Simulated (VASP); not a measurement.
Write the native input for VASP 6.6.1 that does the following.

```
Task                   : relaxation of cell and atoms
Functional             : PBE
Potentials or basis    : VASP PAW PBE potentials, release 64 (Cr_pv)
Cutoff                 : 600 eV
k mesh                 : 6 × 6 × 4
Occupations            : gaussian, width 0.1 eV
Spin                   : no spin polarisation
Dipole correction      : no
Further INCAR settings : ALGO = Normal; EDIFF = 1e-06; IBRION = 2; EDIFFG = -0.04; NSW = 90; ISIF = 3
```

The structure of Cr lies in POSCAR:

```
Cr
1.0
    2.4883407319     -1.6446028683      0.0000000000
    2.4883407319      1.6446028683      0.0000000000
    0.0000000000      0.0000000000      6.7087449643
Cr
4
Direct
    0.8500000000      0.1500000000      0.1170000000
    0.6500000000      0.3500000000      0.6170000000
    0.1500000000      0.8500000000      0.8830000000
    0.3500000000      0.6500000000      0.3830000000
```

These files were run (other wordings do the same):

INCAR

```
SYSTEM = Cr
  PREC = Accurate
  ENCUT = 600
  EDIFF = 1E-6
  ISMEAR = 0
  SIGMA = 0.1
  LREAL = .False.
  LASPH = .True.
  NELM = 100
  ALGO = Normal
  ISIF = 3
  LWAVE = .False.
  LCHARG = .False.
  GGA = PE
  IBRION = 2
  NSW = 90
  EDIFFG = -0.04
```

KPOINTS

```
regular mesh
0
Gamma
  6 6 4
  0 0 0
```

Potentials or basis: VASP PAW PBE potentials, release 64 (Cr_pv).

Launch:

```bash
$ cat potpaw_PBE.64/Cr_pv/POTCAR > POTCAR
$ mpirun -np 1 vasp_std > vasp.out
```

It gave:

The relaxed volume is 11.49 Å³/atom and the relaxed cell is a = 2.456 Å, b = 2.456 Å, c = 8.077 Å, α = 90.00°, β = 90.00°, γ = 70.60°. The space group after relaxing (to 0.05 Å) is Im-3m (No. 229) and the energy gained by relaxing is 978.0 meV/atom. The ionic steps are 18. The pressure after relaxing is 0.0 GPa and the largest force after relaxing is 0.020 eV/Å.

Caveat: the k points lie up to 0.45 Å⁻¹ apart in the final cell; the volume moved by over 15 % at a fixed basis, so the end points are rough; the run has no spin polarisation, though such a crystal can be magnetic.

It took 12 min on 1 thread of Intel(R) Xeon(R) Platinum 8375C CPU @ 2.90GHz (Ice Lake) (shared host), peak memory 0.21 GiB.
